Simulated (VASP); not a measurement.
# ReHg2Sb2 (P4/mmm) in VASP: further runs

Runs on ReHg2Sb2. Level: PBE. Tasks: single point, relaxation of cell and atoms.

Everything below comes from runs of VASP 6.6.1. Logs are shortened: lines on timing, memory, paths and dates and some standing lists are left out, and cuts for length are marked.

## (1) The cell of the first run

It takes space group P4/mmm (No. 123, tetragonal). Conventional cell: a = 4.732 Å, b = 4.732 Å, c = 6.419 Å, α = 90.00°, β = 90.00°, γ = 90.00°. Within 4.8 Å of Re (site symmetry 4/mmm) lie 8 Sb at 3.68 Å and 8 Hg at 3.99 Å and 4 Re at 4.73 Å. Hg (site symmetry mmm) has 4 Sb at 2.90 Å and 4 Hg at 3.35 Å within 3.8 Å. Sb (site symmetry 4mm) has 4 Hg at 2.90 Å and 2 Sb at 3.08 to 3.34 Å and 4 Re at 3.68 Å within 3.8 Å.

The cell was built from a structure type or drawn by symmetry, and may not be a known phase.

## (2) Single point, PBE

File INCAR:

```
SYSTEM = ReHg2Sb2
  PREC = Accurate
  ENCUT = 520
  EDIFF = 1E-6
  ISMEAR = 0
  SIGMA = 0.1
  LREAL = .FALSE.
  LASPH = .TRUE.
  NELM = 100
  ALGO = Fast
  ISIF = 2
  LWAVE = .FALSE.
  LCHARG = .FALSE.
  GGA = PE
  NBANDS = 28
```

File KPOINTS:

```
Automatic mesh
0
G
  4 4 4
  0 0 0
```

File POSCAR:

```
ReHg2Sb2
1.0
    4.7318978600      0.0000000000      0.0000000000
    0.0000000000      4.7318978600      0.0000000000
    0.0000000000      0.0000000000      6.4186801300
Re Hg Sb
1 2 2
Direct
    0.0000000000      0.0000000000      0.0000000000
    0.0000000000      0.5000000000      0.5000000000
    0.5000000000      0.0000000000      0.5000000000
    0.5000000000      0.5000000000      0.2399999900
    0.5000000000      0.5000000000      0.7600000100
```

Potentials or basis: VASP PAW PBE potentials, release 64 (Re, Hg, Sb).

Run with:

```
cat potpaw_PBE.64/Re/POTCAR potpaw_PBE.64/Hg/POTCAR potpaw_PBE.64/Sb/POTCAR > POTCAR
mpirun -np 1 vasp_std > vasp.out
```

OUTCAR:

```text
SYSTEM = ReHg2Sb2
   PREC = Accurate
   ENCUT = 520
   EDIFF = 1E-6
   ISMEAR = 0
   LREAL = .FALSE.
   LASPH = .TRUE.
   NELM = 100
   ISIF = 2
   GGA = PE

 ion  position               nearest neighbor table
   1  0.000  0.000  0.000-
   2  0.000  0.500  0.500-   4 2.90   5 2.90   4 2.90   5 2.90   3 3.35   3 3.35   3 3.35   3 3.35

   3  0.500  0.000  0.500-   4 2.90   5 2.90   4 2.90   5 2.90   2 3.35   2 3.35   2 3.35   2 3.35

   4  0.500  0.500  0.240-   2 2.90   3 2.90   3 2.90   2 2.90   5 3.08   5 3.34
   5  0.500  0.500  0.760-   2 2.90   3 2.90   3 2.90   2 2.90   4 3.08   4 3.34

  LATTYP: Found a simple tetragonal cell.
 ALAT       =     4.7318978600
 C/A-ratio  =     1.3564705579

  Lattice vectors:

 A1 = (   4.7318978600,   0.0000000000,   0.0000000000)
 A2 = (   0.0000000000,   4.7318978600,   0.0000000000)
 A3 = (   0.0000000000,   0.0000000000,   6.4186801300)

Analysis of symmetry for initial positions (statically):
=====================================================================
 Subroutine PRICEL returns:
 Original cell was already a primitive cell.

 Routine SETGRP: Setting up the symmetry group for a
 simple tetragonal supercell.

 Subroutine GETGRP returns: Found 16 space group operations
 (whereof 16 operations were pure point group operations)
 out of a pool of 16 trial point group operations.

The static configuration has the point symmetry D_4h.

Analysis of symmetry for dynamics (positions and initial velocities):
=====================================================================
 Subroutine PRICEL returns:
 Original cell was already a primitive cell.

 Routine SETGRP: Setting up the symmetry group for a
 simple tetragonal supercell.

 Subroutine GETGRP returns: Found 16 space group operations
 (whereof 16 operations were pure point group operations)
 out of a pool of 16 trial point group operations.

The dynamic configuration has the point symmetry D_4h.

 Subroutine INISYM returns: Found 16 space group operations
 (whereof 16 operations are pure point group operations),
 and found     1 'primitive' translations

----------------------------------------------------------------------------------------

                                     Primitive cell

  volume of cell :     143.7198

  direct lattice vectors                    reciprocal lattice vectors
     4.731897860  0.000000000  0.000000000     0.211331696  0.000000000  0.000000000
     0.000000000  4.731897860  0.000000000     0.000000000  0.211331696  0.000000000
     0.000000000  0.000000000  6.418680130     0.000000000  0.000000000  0.155795269

  length of vectors
     4.731897860  4.731897860  6.418680130     0.211331696  0.211331696  0.155795269

  position of ions in fractional coordinates (direct lattice)
     0.000000000  0.000000000  0.000000000
     0.000000000  0.500000000  0.500000000
     0.500000000  0.000000000  0.500000000
     0.500000000  0.500000000  0.239999990
     0.500000000  0.500000000  0.760000010

  ion indices of the primitive-cell ions
   primitive index   ion index
                 1           1
                 2           2
                 3           3
                 4           4
                 5           5

----------------------------------------------------------------------------------------

 KPOINTS: Automatic mesh

Automatic generation of k-mesh.
 Grid dimensions read from file:
 generate k-points for:    4    4    4

 Generating k-lattice:

  Cartesian coordinates                     Fractional coordinates (reciprocal lattice)
     0.052832924  0.000000000  0.000000000     0.250000000  0.000000000  0.000000000
     0.000000000  0.052832924  0.000000000     0.000000000  0.250000000  0.000000000
     0.000000000  0.000000000  0.038948817     0.000000000  0.000000000  0.250000000

  Length of vectors
     0.052832924  0.052832924  0.038948817

  Shift w.r.t. Gamma in fractional coordinates (k-lattice)
     0.000000000  0.000000000  0.000000000

 Subroutine IBZKPT returns following result:
 ===========================================

 Found     18 irreducible k-points:

 Following reciprocal coordinates:
            Coordinates               Weight
  0.000000  0.000000  0.000000      1.000000
  0.250000  0.000000  0.000000      4.000000
  0.500000  0.000000  0.000000      2.000000
  0.250000  0.250000  0.000000      4.000000
  0.500000  0.250000  0.000000      4.000000
  0.500000  0.500000  0.000000      1.000000
[... 10 lines left out ...]
  0.500000  0.250000  0.500000      4.000000
  0.500000  0.500000  0.500000      1.000000
   k-points           NKPTS =     18   k-points in BZ     NKDIM =     18   number of bands    NBANDS=     28
   number of dos      NEDOS =    301   number of ions     NIONS =      5
   total plane-waves  NPLWV =  62208
   dimension x,y,z NGX =    36 NGY =   36 NGZ =   48
   dimension x,y,z NGXF=    72 NGYF=   72 NGZF=   96
   ions per type =               1   2   2
[... 34 lines left out ...]
  Fermi-wavevector in a.u.,A,eV,Ry     =   1.077699  2.036555 15.802271  1.161434
  Thomas-Fermi vector in A             =   2.213617
   LORBIT       =      0    0 simple, 1 ext, 2 COOP (PROOUT), +10 PAW based schemes
   GGA     = PE    functional components
   LHFCALC =     F    Hartree Fock is set to
   AEXX    =    0.0000 exact exchange contribution
   IVDW    =     0    specifies the selected vdW correction
   LEPSILON=     F    determine dielectric tensor
   LRPA    =     F    only Hartree local field effects (RPA)
 non-spin polarized calculation
 RMM-DIIS sequential band-by-band and
 Gauss-broadening in eV      SIGMA  =   0.10
  energy-cutoff  :      520.00
  volume of cell :      143.72
 maximum number of plane-waves:      3944
 NGX is ok and might be reduce to    36
   NGX = 17   NGY = 17   NGZ = 23

 number of electron      41.0000005 magnetization

 Free energy of the ion-electron system (eV)
  ---------------------------------------------------
  ext. energy  EPLUGINS =         0.00000000
  ---------------------------------------------------
  free energy    TOTEN  =       -12.63694888 eV

  energy without entropy =      -12.57432670  energy(sigma->0) =      -12.60563779

 E-fermi :   3.9983     XC(G=0):  -9.8674

 val. band max:        3.9963019607   @ k =   0.2500   0.2500   0.0000
 cond. band min:       4.0092974259   @ k =   0.2500   0.2500   0.0000
 fundamental gap:      0.0129954653
 Fermi energy:         3.9982984052

 k-point     1 :       0.0000    0.0000    0.0000
  band No.  band energies     occupation
      1      -7.6810      2.00000
      2      -4.3855      2.00000
      3      -3.8454      2.00000
      4      -3.7317      2.00000
      5      -3.6178      2.00000
      6      -3.6178      2.00000
[... 20 lines left out ...]
     27       7.4170      0.00000
     28       7.4260      0.00000

 k-point     2 :       0.2500    0.0000    0.0000
  band No.  band energies     occupation
      1      -7.4054      2.00000
      2      -4.8600      2.00000
      3      -3.6626      2.00000
      4      -3.5840      2.00000
      5      -3.5729      2.00000
      6      -3.1022      2.00000
[... 20 lines left out ...]
     27       8.0552      0.00000
     28       8.2333      0.00000

 k-point     3 :       0.5000    0.0000    0.0000
  band No.  band energies     occupation
      1      -7.0567      2.00000
      2      -5.1163      2.00000
      3      -3.5227      2.00000
      4      -3.3918      2.00000
      5      -3.3437      2.00000
      6      -3.2074      2.00000
[... 20 lines left out ...]
     27       7.7455      0.00000
     28       8.5520      0.00000

 k-point     4 :       0.2500    0.2500    0.0000
  band No.  band energies     occupation
      1      -7.1259      2.00000
      2      -5.1498      2.00000
      3      -3.6968      2.00000
      4      -3.3783      2.00000
      5      -3.3316      2.00000
      6      -3.2165      2.00000
[... 392 lines left out ...]
     27       7.2198      0.00000
     28       8.4075      0.00000

 k-point    17 :       0.5000    0.2500    0.5000
  band No.  band energies     occupation
      1      -6.2438      2.00000
      2      -6.0750      2.00000
      3      -3.6810      2.00000
      4      -3.4633      2.00000
      5      -3.2497      2.00000
      6      -3.0867      2.00000
[... 20 lines left out ...]
     27       7.6263      0.00000
     28       8.9195      0.00000

 k-point    18 :       0.5000    0.5000    0.5000
  band No.  band energies     occupation
      1      -6.1786      2.00000
      2      -5.6924      2.00000
      3      -3.8782      2.00000
      4      -3.8782      2.00000
      5      -3.1496      2.00000
      6      -3.0612      2.00000
[... 20 lines left out ...]
     27       8.6272      0.00000
     28       8.7098      0.00000

------------------------ aborting loop because EDIFF is reached ----------------------------------------

  FORCE on cell =-STRESS in cart. coord.  units (eV):
  Direction    XX          YY          ZZ          XY          YZ          ZX
  --------------------------------------------------------------------------------------
  -------------------------------------------------------------------------------------
  Total       -2.8364172     -2.8364172      1.1717699      0.0000000      0.0000000      0.0000000
  in kB      -31.6201724    -31.6201724     13.0628061      0.0000000      0.0000000      0.0000000
  external PRESSURE =     -16.7258462 kB  Pullay stress =       0.0000000 kB

 VOLUME and BASIS-vectors are now :
 -----------------------------------------------------------------------------
  energy-cutoff  :      520.00
  volume of cell :      143.72
      direct lattice vectors                 reciprocal lattice vectors
     4.731897860  0.000000000  0.000000000     0.211331696  0.000000000  0.000000000
     0.000000000  4.731897860  0.000000000     0.000000000  0.211331696  0.000000000
     0.000000000  0.000000000  6.418680130     0.000000000  0.000000000  0.155795269

 POSITION                                       TOTAL-FORCE (eV/Angst)
 -----------------------------------------------------------------------------------
      0.00000      0.00000      0.00000        -0.000000     -0.000000      0.000000
      0.00000      2.36595      3.20934        -0.000000     -0.000000      0.000000
      2.36595      0.00000      3.20934        -0.000000     -0.000000      0.000000
      2.36595      2.36595      1.54048         0.000000      0.000000     -1.981841
      2.36595      2.36595      4.87820        -0.000000      0.000000      1.981841
 -----------------------------------------------------------------------------------
    total drift:                                0.000000     -0.000000      0.000000

  FREE ENERGIE OF THE ION-ELECTRON SYSTEM (eV)
  ---------------------------------------------------
  free  energy   TOTEN  =       -12.6369488838 eV

  energy  without entropy=      -12.5743266973  energy(sigma->0) =      -12.60563779
```

Wall time 1.9 min (1 thread of Intel Xeon Platinum 8488C (Sapphire Rapids), shared host); peak memory 0.28 GiB.

Results:

- Free energy: -12.6369 eV
- Pressure: -1.7 GPa
- Largest force: 1.982 eV/Å
- Band gap on the k mesh: zero (an odd number of electrons rules out a gap without spin polarisation)

Forces in eV/Å, atoms in the order of the input:
```
Re   0.000  0.000  0.000
Hg   0.000  0.000  0.000
Hg   0.000  0.000  0.000
Sb   0.000  0.000 -1.982
Sb   0.000  0.000  1.982
```

Levels at points of the mesh, in eV from the Fermi level:
```
           k point  band 17  band 18  band 19  band 20  band 21  band 22  band 23  band 24  band 25  band 26
(0.00, 0.00, 0.00)    -1.25    -0.47    -0.47    -0.25    -0.15     0.10     2.10     2.10     2.19     2.50
(0.50, 0.00, 0.00)    -1.52    -0.47    -0.20    -0.15    -0.12     0.10     0.36     1.46     3.17     3.49
(0.50, 0.50, 0.00)    -2.36    -2.12    -0.04     0.13     0.26     0.68     0.68     0.95     0.95     1.94
(0.00, 0.00, 0.50)    -1.21    -0.92    -0.84    -0.25    -0.19    -0.19     0.25     0.25     0.49     1.43
(0.50, 0.00, 0.50)    -1.16    -0.78    -0.56    -0.29    -0.28     0.04     1.58     1.79     1.90     2.44
(0.50, 0.50, 0.50)    -0.87    -0.84    -0.78    -0.55    -0.01    -0.01     0.04     0.14     0.97     4.25
```

Caveat: spin-orbit coupling is left out, which moves the levels of the heavy elements; forces of over 1 eV/Å act on the atoms, so gaps and moduli don't describe the material at rest.

## (3) Single point, PBE

This run uses another cell than the first one, of 26.52 Å³/atom.

Changes to INCAR since step 2:

```diff
@@ -3,3 +3,3 @@
   ENCUT = 520
-  EDIFF = 1E-6
+  EDIFF = 1E-7
   ISMEAR = 0
@@ -8,4 +8,4 @@
   LASPH = .TRUE.
-  NELM = 100
-  ALGO = Fast
+  NELM = 60
+  ALGO = Normal
   ISIF = 2
```

File KPOINTS:

```
Automatic mesh
0
G
  6 6 2
  0 0 0
```

File POSCAR:

```
ReHg2Sb2
1.0
    3.6563488553      0.0000000000      0.0000000000
    0.0000000000      3.6563488553      0.0000000000
    0.0000000000      0.0000000000      9.9169570659
Re Hg Sb
1 2 2
Direct
    0.0000000000      0.0000000000      0.0000000000
    0.0000000000      0.5000000000      0.5000000000
    0.5000000000      0.0000000000      0.5000000000
    0.5000000000      0.5000000000      0.1527586267
    0.5000000000      0.5000000000      0.8472413733
```

Potentials or basis: VASP PAW PBE potentials, release 64 (Re, Hg, Sb).

Run with:

```
cat potpaw_PBE.64/Re/POTCAR potpaw_PBE.64/Hg/POTCAR potpaw_PBE.64/Sb/POTCAR > POTCAR
mpirun -np 1 vasp_std > vasp.out
```

Run time: 89 s. Hardware: 1 thread of Intel Xeon Platinum 8488C (Sapphire Rapids), shared host; peak memory 0.28 GiB.

The run converged. Its results:

* Free energy: -17.6096 eV
* Pressure: 0.6 GPa
* Largest force: 0.009 eV/Å
* Band gap on the k mesh: zero (an odd number of electrons rules out a gap without spin polarisation)

Forces on the atoms (eV/Å):
```
Re   0.000  0.000  0.000
Hg   0.000  0.000  0.000
Hg   0.000  0.000  0.000
Sb   0.000  0.000  0.009
Sb   0.000  0.000 -0.009
```

Stress tensor (GPa, compression positive):
```
 0.91  0.00  0.00
 0.00  0.91  0.00
 0.00  0.00 -0.02
```

Levels at points of the mesh, in eV from the Fermi level:
```csv
k point,band 17,band 18,band 19,band 20,band 21,band 22,band 23,band 24
"(0.00, 0.00, 0.00)",-1.48,-1.48,-0.63,0.16,0.35,0.35,3.22,3.64
"(0.50, 0.00, 0.00)",-2.53,-2.02,-1.41,-1.09,-0.52,0.42,2.34,2.84
"(0.50, 0.50, 0.00)",-3.05,-1.60,-0.96,-0.89,-0.09,-0.09,0.48,0.89
"(0.00, 0.00, 0.50)",-1.49,-0.74,-0.63,0.38,0.38,1.01,1.11,3.30
"(0.50, 0.00, 0.50)",-2.69,-2.53,-1.51,-0.66,-0.52,0.42,2.02,2.82
"(0.50, 0.50, 0.50)",-2.53,-1.66,-1.52,-1.02,-0.15,-0.15,0.48,0.88
```

Caveat: spin-orbit coupling is left out, which moves the levels of the heavy elements.

## (4) Relaxation of cell and atoms, PBE

This run uses another cell than the first one, of 25.85 Å³/atom.

File INCAR:

```
PREC = Accurate
ENCUT = 600
EDIFF = 1E-7
ISMEAR = 0
SIGMA = 0.1
LREAL = F
LASPH = T
NELM = 60
ALGO = Fast
ISIF = 3
LWAVE = F
LCHARG = F
GGA = PE
IBRION = 2
NSW = 90
EDIFFG = -0.04
```

File KPOINTS:

```
regular mesh
0
Gamma
  6 6 2
```

File POSCAR:

```
ReHg2Sb2
1.0
    3.6831586979      0.0000000000      0.0000000000
    0.0000000000      3.6831586979      0.0000000000
    0.0000000000      0.0000000000      9.5265053896
Re Hg Sb
1 2 2
Direct
    0.0000000000      0.0000000000      0.0000000000
    0.0000000000      0.5000000000      0.5000000000
    0.5000000000      0.0000000000      0.5000000000
    0.5000000000      0.5000000000      0.1572980815
    0.5000000000      0.5000000000      0.8427019185
```

Run with:

```
cat potpaw_PBE.64/Re/POTCAR potpaw_PBE.64/Hg/POTCAR potpaw_PBE.64/Sb/POTCAR > POTCAR
mpirun -np 1 vasp_std > vasp.out
```

It took 12 min on 1 thread of Intel Xeon Platinum 8488C (Sapphire Rapids), shared host; peak memory 0.33 GiB.

Results (log left out):

| Quantity | Value |
| --- | --- |
| Free energy | -17.6144 eV |
| Relaxed volume | 26.52 Å³/atom |
| Relaxed cell | a = 3.679 Å, b = 3.679 Å, c = 9.797 Å, α = 90.00°, β = 90.00°, γ = 90.00° |
| Space group after relaxing (to 0.1 Å) | P4/mmm (No. 123) |
| Energy gained by relaxing | 2.4 meV/atom |
| Ionic steps | 7 |
| Pressure after relaxing | 0.0 GPa |
| Largest force after relaxing | 0.007 eV/Å |
| Band gap on the k mesh | zero (an odd number of electrons rules out a gap without spin polarisation) |

Forces on the atoms (eV/Å):
```
Re   0.000  0.000  0.000
Hg   0.000  0.000  0.000
Hg   0.000  0.000  0.000
Sb   0.000  0.000 -0.007
Sb   0.000  0.000  0.007
```

Stress tensor (GPa, compression positive):
```
-0.04  0.00  0.00
 0.00 -0.04  0.00
 0.00  0.00  0.04
```

The path:
```csv
step,energy change (eV),largest force (eV/Å),pressure (GPa),volume (Å³)
1,0.0000,0.0426,0.71,129.23
2,-0.0034,0.1633,-0.44,131.39
3,-0.0041,0.1037,-0.11,130.75
4,-0.0067,0.1152,-0.02,130.97
5,-0.0090,0.1407,0.15,131.41
6,-0.0110,0.0773,0.07,131.98
7,-0.0120,0.0075,-0.01,132.62
```

Final structure:
```
Re Hg Sb
1.0
     3.67922    0.00000    0.00000
     0.00000    3.67922    0.00000
     0.00000    0.00000    9.79695
Re Hg Sb
1 2 2
Cartesian
  0.0000 0.0000 0.0000
  0.0000 1.8396 4.8985
  1.8396 0.0000 4.8985
  1.8396 1.8396 1.5099
  1.8396 1.8396 8.2871
```

Levels at points of the mesh, in eV from the Fermi level:
```csv
k point,band 17,band 18,band 19,band 20,band 21,band 22,band 23,band 24
"(0.00, 0.00, 0.00)",-1.48,-1.48,-0.66,0.16,0.27,0.27,3.49,3.56
"(0.50, 0.00, 0.00)",-2.55,-1.95,-1.36,-1.07,-0.53,0.37,2.31,2.76
"(0.50, 0.50, 0.00)",-3.09,-1.56,-0.86,-0.85,-0.16,-0.16,0.44,0.80
"(0.00, 0.00, 0.50)",-1.49,-0.66,-0.66,0.30,0.30,1.16,1.20,3.21
"(0.50, 0.00, 0.50)",-2.70,-2.54,-1.48,-0.61,-0.53,0.37,2.03,2.73
"(0.50, 0.50, 0.50)",-2.53,-1.62,-1.45,-1.02,-0.22,-0.22,0.44,0.80
```

Caveat: spin-orbit coupling is left out, which moves the levels of the heavy elements.

## (5) The runs side by side

| task | cell | k mesh | cutoff (eV) | gap on the mesh (eV) | pressure (GPa) | largest force (eV/Å) |
| --- | --- | --- | --- | --- | --- | --- |
| single point | a = 4.732, b = 4.732, c = 6.419 Å, 5 atoms, atomic positions A | 4 × 4 × 4 | 520 | none | -1.7 | 1.98 |
| single point | a = 3.656, b = 3.656, c = 9.917 Å, 5 atoms, atomic positions B | 6 × 6 × 2 | 520 | none | 0.6 | 0.01 |
| relaxation of cell and atoms | relaxed from a = 3.683, b = 3.683, c = 9.527 Å, 5 atoms, atomic positions C | 6 × 6 × 2 | 600 | none | 0.0 | 0.01 |

Alike in all rows: level PBE; potentials or basis VASP PAW PBE potentials, release 64 (Re, Hg, Sb); no spin polarisation; smearing gaussian 0.1 eV.

Caveats: spin-orbit coupling is left out, which moves the levels of the heavy elements; forces of over 1 eV/Å act on the atoms, so gaps and moduli don't describe the material at rest (at least some runs).

Absolute energies hang on the potentials; compare differences alone.
